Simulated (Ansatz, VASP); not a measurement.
## One calculation of CaO, two programs

```xyz
2
Lattice="0.0000 2.3975 2.3975 2.3975 0.0000 2.3975 2.3975 2.3975 0.0000" Properties=species:S:1:pos:R:3 pbc="T T T"
Ca    0.0000    0.0000    0.0000
O     2.3975    2.3975    2.3975
```

Alike in both runs: task single point; functional PBE-based screened hybrid; k mesh 4 × 4 × 4; no spin polarisation.

|  | VASP | Ansatz |
| --- | --- | --- |
| version | VASP 6.6.1 | Ansatz 0.2.0 |
| potentials or method | VASP PAW PBE potentials, release 64 (Ca_sv, O) | plane waves |
| plane-wave cutoff (eV) | 520 | 420 |
| occupations | gaussian, width 0.01 eV | fixed |
| valence electrons in the cell | 16 | 16 |

|  | VASP | Ansatz | Ansatz less VASP |
| --- | --- | --- | --- |
| gap on the k mesh at the Fermi level (eV) | 5.03 | 5.05 | +0.015 |
| pressure (GPa) | 0.5 | -0.3 | -0.79 |

VASP's potentials were made for PBE, not for PBE-based screened hybrid. Ansatz's warnings: stress exchange threshold loose, stress scf threshold loose.

The k mesh is coarse, so the values compare programs but aren't converged.
